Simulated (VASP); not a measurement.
Here is a VASP 6.6.1 calculation.

File INCAR:

```
ALGO = Normal ; EDIFF = 1E-6
EDIFFG = -0.005 ; ENCUT = 600
GGA = PE ; IBRION = 2
ISIF = 3 ; ISMEAR = -1
LASPH = True ; LCHARG = False
LREAL = False ; LWAVE = False
NELM = 60 ; NSW = 60
PREC = Accurate ; SIGMA = 0.08
```

Contents of KPOINTS:

```
k-points
0
Gamma
  7 7 11
```

File POSCAR:

```
SnO2
1.0
    4.5821571838      0.0000000000      0.0000000000
    0.0000000000      4.5821571838      0.0000000000
    0.0000000000      0.0000000000      3.0242237413
Sn O
2 4
Direct
    0.0000000000      0.0000000000      0.0000000000
    0.5000000000      0.5000000000      0.5000000000
    0.3050000000      0.3050000000      0.0000000000
    0.6950000000      0.6950000000      0.0000000000
    0.8050000000      0.1950000000      0.5000000000
    0.1950000000      0.8050000000      0.5000000000
```

Potentials or basis: VASP PAW PBE potentials, release 64 (Sn_d, O).

The run is started by

```console
$ cat potpaw_PBE.64/Sn_d/POTCAR potpaw_PBE.64/O/POTCAR > POTCAR
$ mpirun -np 1 vasp_std > vasp.out
```

Question: Estimate the relaxed volume.

Answer: 12.62 Å³/atom.

Question: Predict the relaxed cell.

Answer: a = 4.833 Å, b = 4.833 Å, c = 3.242 Å, α = 90.00°, β = 90.00°, γ = 90.00°.

Step by step:
```csv
step,energy change (eV),largest force (eV/Å),pressure (GPa),volume (Å³)
1,0.0000,0.6360,48.63,63.50
2,0.8038,0.6687,-25.19,97.75
3,-1.5611,0.5317,-1.88,76.21
4,-1.5677,0.5025,-0.20,75.51
5,-1.5682,0.4916,0.41,75.25
6,-1.5931,0.0878,-0.12,75.69
7,-1.5938,0.0068,-0.16,75.78
8,-1.5938,0.0015,-0.18,75.79
9,-1.5938,0.0143,0.16,75.65
10,-1.5938,0.0086,0.00,75.72
11,-1.5938,0.0083,0.02,75.72
12,-1.5938,0.0054,-0.09,75.75
13,-1.5938,0.0077,0.00,75.73
14,-1.5938,0.0072,-0.01,75.73
15,-1.5938,0.0012,-0.01,75.72
```

Caveat: the volume moved by over 15 % at a fixed basis, so the end points are rough.
